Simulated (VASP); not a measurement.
# RbBr (F-43m) in VASP: further runs, part 2 of 2

VASP 6.6.1. The steps go on from the part before.

### 3 Single point, HSE06

POSCAR

```
RbBr
1.0
    0.0000000000      3.8694968646      3.8694968646
    3.8694968646      0.0000000000      3.8694968646
    3.8694968646      3.8694968646      0.0000000000
Rb Br
1 1
Direct
    0.0000000000      0.0000000000      0.0000000000
    0.2500000000      0.2500000000      0.2500000000
```

INCAR.step1

```
PREC = Accurate ; ENCUT = 520
EDIFF = 1E-5 ; ISMEAR = 0
SIGMA = 0.01 ; LREAL = False
LASPH = True ; NELM = 80
ALGO = Normal ; ISIF = 2
LWAVE = True ; LCHARG = False
GGA = PE ; NBANDS = 15
```

INCAR.step2

```
PREC = Accurate ; ENCUT = 520
EDIFF = 1E-6 ; ISMEAR = 0
SIGMA = 0.01 ; LREAL = False
LASPH = True ; NELM = 80
ALGO = Normal ; ISIF = 2
LWAVE = False ; LCHARG = False
GGA = PE ; LHFCALC = True
HFSCREEN = 0.2079 ; PRECFOCK = Normal
ISTART = 1 ; NBANDS = 15
```

KPOINTS

```
Automatic mesh
0
Gamma
  4 4 4
```

Potentials or basis: VASP PAW PBE potentials, release 64 (Rb_sv, Br).

Launch:

```console
> cat potpaw_PBE.64/Rb_sv/POTCAR potpaw_PBE.64/Br/POTCAR > POTCAR
> cp INCAR.step1 INCAR
> mpirun -np 1 vasp_std > vasp.out
> cp INCAR.step2 INCAR
> mpirun -np 1 vasp_std > vasp.out
```

OUTCAR:

```text
PREC = Accurate
   ENCUT = 520
   EDIFF = 1E-6
   ISMEAR = 0
   LREAL = False
   LASPH = True
   NELM = 80
   ISIF = 2
   GGA = PE
   LHFCALC = True
   HFSCREEN = 0.2079
   PRECFOCK = Normal
   ISTART = 1

 ion  position               nearest neighbor table
   1  0.000  0.000  0.000-   2 3.35   2 3.35   2 3.35   2 3.35
   2  0.250  0.250  0.250-   1 3.35   1 3.35   1 3.35   1 3.35

  LATTYP: Found a face centered cubic cell.
 ALAT       =     7.7389937292

  Lattice vectors:

 A1 = (   0.0000000000,   3.8694968646,   3.8694968646)
 A2 = (   3.8694968646,   0.0000000000,   3.8694968646)
 A3 = (   3.8694968646,   3.8694968646,   0.0000000000)

Analysis of symmetry for initial positions (statically):
=====================================================================
 Subroutine PRICEL returns:
 Original cell was already a primitive cell.

 Routine SETGRP: Setting up the symmetry group for a
 face centered cubic supercell.

 Subroutine GETGRP returns: Found 24 space group operations
 (whereof 24 operations were pure point group operations)
 out of a pool of 48 trial point group operations.
[... 166 lines left out ...]
      3     -13.1503      2.00000
      4     -13.1503      2.00000
      5     -13.1503      2.00000
      6      -4.0274      2.00000
      7      -4.0274      2.00000
      8      -4.0274      2.00000
      9       1.2362      0.00000
     10       5.5348      0.00000
     11       5.5348      0.00000
     12       6.4668      0.00000
     13       6.4668      0.00000
     14       6.4668      0.00000
[... 113 lines left out ...]
      2     -16.8713      2.00000
      3     -13.1946      2.00000
      4     -13.1840      2.00000
      5     -13.0415      2.00000
      6      -4.1969      2.00000
      7      -4.0810      2.00000
      8      -3.9406      2.00000
      9       3.2193      0.00000
     10       3.9280      0.00000
     11       5.7267      0.00000
     12       5.7719      0.00000
     13       6.1762      0.00000
     14       6.5049      0.00000
     15       7.5188      0.00000

------------------------ aborting loop because EDIFF is reached ----------------------------------------

  FORCE on cell =-STRESS in cart. coord.  units (eV):
  Direction    XX          YY          ZZ          XY          YZ          ZX
  --------------------------------------------------------------------------------------
  -------------------------------------------------------------------------------------
  Total        0.0564474      0.0564474      0.0564474     -0.0000000      0.0000000     -0.0000000
  in kB        0.7804781      0.7804781      0.7804781     -0.0000000      0.0000000     -0.0000000
  external PRESSURE =       0.7804781 kB  Pullay stress =       0.0000000 kB

 VOLUME and BASIS-vectors are now :
 -----------------------------------------------------------------------------
  energy-cutoff  :      520.00
  volume of cell :      115.88
      direct lattice vectors                 reciprocal lattice vectors
     0.000000000  3.869496865  3.869496865    -0.129215766  0.129215766  0.129215766
     3.869496865  0.000000000  3.869496865     0.129215766 -0.129215766  0.129215766
     3.869496865  3.869496865  0.000000000     0.129215766  0.129215766 -0.129215766

 POSITION                                       TOTAL-FORCE (eV/Angst)
 -----------------------------------------------------------------------------------
      0.00000      0.00000      0.00000        -0.000000     -0.000000     -0.000000
      1.93475      1.93475      1.93475         0.000000      0.000000      0.000000
 -----------------------------------------------------------------------------------
    total drift:                                0.000004     -0.000004      0.000001

  FREE ENERGIE OF THE ION-ELECTRON SYSTEM (eV)
  ---------------------------------------------------
  free  energy   TOTEN  =        -6.8752382519 eV

  energy  without entropy=       -6.8752382519  energy(sigma->0) =       -6.87523825
```

Run time: 6.2 min. Hardware: 1 thread of Intel Xeon Platinum 8488C (Sapphire Rapids), shared host; peak memory 0.37 GiB.

What came out:

| Quantity | Value |
| --- | --- |
| Free energy | -6.8752 eV |
| Pressure | 0.1 GPa |
| Band gap on the k mesh | 5.18 eV (least direct gap 5.26 eV) |

Caveat: the structure was generated, so it needn't be the stable form of RbBr; the PAW data sets were made with another functional, which shifts forces and pressure a little. A k mesh can miss the band edges.

### 4 Single point, PBE-based screened hybrid with 5 % exact exchange

POSCAR is that of step 3.

INCAR.step1

```
  PREC = Accurate
  ENCUT = 520
  EDIFF = 1E-5
  ISMEAR = 0
  SIGMA = 0.01
  LREAL = False
  LASPH = True
  NELM = 80
  ALGO = Normal
  ISIF = 2
  LWAVE = True
  GGA = PE
  NBANDS = 15
```

INCAR.step2

```
  PREC = Accurate
  ENCUT = 520
  EDIFF = 1E-6
  ISMEAR = 0
  SIGMA = 0.01
  LREAL = False
  LASPH = True
  NELM = 80
  ALGO = Normal
  ISIF = 2
  LWAVE = False
  LCHARG = True
  GGA = PE
  LHFCALC = True
  AEXX = 0.05
  HFSCREEN = 0.3
  PRECFOCK = Normal
  LELF = True
  LVHAR = True
  ISTART = 1
  NBANDS = 15
```

KPOINTS

```
regular mesh
0
Gamma
  4 4 4
```

Launch:

```console
> cat potpaw_PBE.64/Rb_sv/POTCAR potpaw_PBE.64/Br/POTCAR > POTCAR
> cp INCAR.step1 INCAR
> mpirun -np 1 vasp_std > vasp.out
> cp INCAR.step2 INCAR
> mpirun -np 1 vasp_std > vasp.out
```

It took 4.1 min on 1 thread of Intel Xeon Platinum 8488C (Sapphire Rapids), shared host; peak memory 0.37 GiB.

Results (log left out):

```yaml
Free_energy: -6.0801 eV
Pressure: 0.2 GPa
Band_gap_on_the_k_mesh: 4.25 eV (least direct gap 4.34 eV)
```

Levels at points of the mesh, in eV from the valence-band top:
| k point | band 5 | band 6 | band 7 | band 8 | band 9 | band 10 | band 11 | band 12 |
| --- | --- | --- | --- | --- | --- | --- | --- | --- |
| (0.00, 0.00, 0.00) | -8.79 | -0.09 | -0.09 | -0.09 | 4.25 | 8.37 | 8.37 | 9.33 |
| (0.50, 0.00, 0.00) | -8.75 | -0.30 | -0.04 | -0.04 | 6.46 | 6.66 | 8.00 | 8.00 |
| (0.50, 0.50, 0.00) | -8.70 | -0.39 | 0.00 | 0.00 | 6.09 | 6.91 | 8.63 | 9.17 |

Caveat: the structure was generated, so it needn't be the stable form of RbBr; the PAW data sets were made with another functional, which shifts forces and pressure a little. A k mesh can miss the band edges.

### 5 Single point, PBE-based screened hybrid with 75 % exact exchange

POSCAR is that of step 4.

INCAR.step1

```
SYSTEM = RbBr
PREC = Accurate
ENCUT = 520
EDIFF = 1E-5
ISMEAR = 0
SIGMA = 0.01
LREAL = .FALSE.
LASPH = .TRUE.
NELM = 100
ALGO = Normal
ISIF = 2
LWAVE = .TRUE.
LCHARG = .FALSE.
GGA = PE
NBANDS = 15
```

INCAR.step2

```
SYSTEM = RbBr
PREC = Accurate
ENCUT = 520
EDIFF = 1E-6
ISMEAR = 0
SIGMA = 0.01
LREAL = .FALSE.
LASPH = .TRUE.
NELM = 100
ALGO = Normal
ISIF = 2
LWAVE = .FALSE.
LCHARG = .FALSE.
GGA = PE
LHFCALC = .TRUE.
AEXX = 0.75
HFSCREEN = 0.2078
PRECFOCK = Normal
ISTART = 1
NBANDS = 15
```

KPOINTS

```
regular mesh
0
G
  4 4 4
  0 0 0
```

Launch:

```console
> cat potpaw_PBE.64/Rb_sv/POTCAR potpaw_PBE.64/Br/POTCAR > POTCAR
> cp INCAR.step1 INCAR
> mpirun -np 1 vasp_std > vasp.out
> cp INCAR.step2 INCAR
> mpirun -np 1 vasp_std > vasp.out
```

It took 7.9 min on 1 thread of Intel Xeon Platinum 8488C (Sapphire Rapids), shared host; peak memory 0.36 GiB.

It converged, with:

```
Free energy            : -8.9153 eV
Pressure               : -0.1 GPa
Band gap on the k mesh : 7.50 eV (least direct gap 7.59 eV)
```

Levels at points of the mesh, in eV from the valence-band top:
```
           k point  band 5  band 6  band 7  band 8  band 9  band 10  band 11  band 12
(0.00, 0.00, 0.00)  -10.18   -0.09   -0.09   -0.09    7.50    12.16    12.16    12.98
(0.50, 0.00, 0.00)  -10.12   -0.28   -0.04   -0.04    9.82     9.91    11.57    11.57
(0.50, 0.50, 0.00)  -10.06   -0.39    0.00    0.00    9.28    10.23    12.46    13.03
```

Caveat: the structure was generated, so it needn't be the stable form of RbBr; the PAW data sets were made with another functional, which shifts forces and pressure a little. A k mesh can miss the band edges.

### 6 The runs side by side

```csv
level,grid for exact exchange (PRECFOCK),share of exact exchange,screening parameter,gap on the mesh (eV),pressure (GPa)
PBEsol,-,-,-,4.12,-0.3
HSE06,Normal,0.25,0.2079 1/Å,5.18,0.1
PBE-based screened hybrid with 5 % exact exchange,Normal,0.05,0.3 1/Å,4.25,0.2
PBE-based screened hybrid with 75 % exact exchange,Normal,0.75,0.2078 1/Å,7.50,-0.1
```

Alike in all rows: task single point; potentials or basis VASP PAW PBE potentials, release 64 (Rb_sv, Br); no spin polarisation; cell as given; k mesh 4 × 4 × 4; cutoff (eV) 520; smearing gaussian 0.01 eV.

On the cell as given the gap runs from 4.12 eV (PBEsol) to 7.50 eV (PBE-based screened hybrid with 75 % exact exchange). The pressure there spans -0.3 GPa (PBEsol) to 0.2 GPa (PBE-based screened hybrid with 5 % exact exchange); a positive pressure means that this level wants a larger cell, a negative one a smaller.

Caveats: the structure was generated, so it needn't be the stable form of RbBr; the PAW data sets were made with another functional, which shifts forces and pressure a little.

Total energies depend on the potentials used, so only differences within one code and one set of settings carry meaning.
